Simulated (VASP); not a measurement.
Set up this calculation in VASP 6.6.1, as the native input.

```yaml
Task: single point
Functional: PBEsol
Potentials_or_basis: VASP PAW PBE potentials, release 64 (Mg, S)
Cutoff: 600 eV
k_mesh: 6 × 6 × 6
Occupations: gaussian, width 0.02 eV
Spin: no spin polarisation
Dipole_correction: no
Further_INCAR_settings: ALGO = Normal; EDIFF = 1e-06; NBANDS = 11
```

The structure of MgS lies in POSCAR:

```
MgS
1.0
    0.0000000000      2.6171221403      2.5775380927
    2.6171221403      0.0000000000      2.5775380927
    2.6171221403      2.6171221403      0.0000000000
Mg S
1 1
Direct
    0.0000000000      0.0000000000      0.0000000000
    0.5000000000      0.5000000000      0.5000000000
```

This cell differs from its parent crystal: strained cell.

The input as run:

INCAR

```
SYSTEM = MgS
ALGO = Normal
EDIFF = 1E-6
ENCUT = 600
GGA = PS
GGA_COMPAT = .FALSE.
ISIF = 2
ISMEAR = 0
LASPH = .TRUE.
LCHARG = .FALSE.
LREAL = .FALSE.
LWAVE = .FALSE.
NBANDS = 11
NELM = 120
PREC = Accurate
SIGMA = 0.02
```

KPOINTS

```
k-points
0
G
  6 6 6
  0 0 0
```

Potentials or basis: VASP PAW PBE potentials, release 64 (Mg, S).

Command:

```bash
$ cat potpaw_PBE.64/Mg/POTCAR potpaw_PBE.64/S/POTCAR > POTCAR
$ mpirun -np 1 vasp_std > vasp.out
```

It gave:

| Item | Value |
| --- | --- |
| Pressure | -1.3 GPa |
| Band gap on the k mesh | 2.62 eV (least direct gap 3.55 eV) |

Caveat: the cell differs from its parent crystal (strained cell); the PAW data sets were made with another functional, which shifts forces and pressure a little.

Run time: 25 s on 1 thread of Intel Xeon 8259CL, with other jobs on the host, peak memory 0.17 GiB.
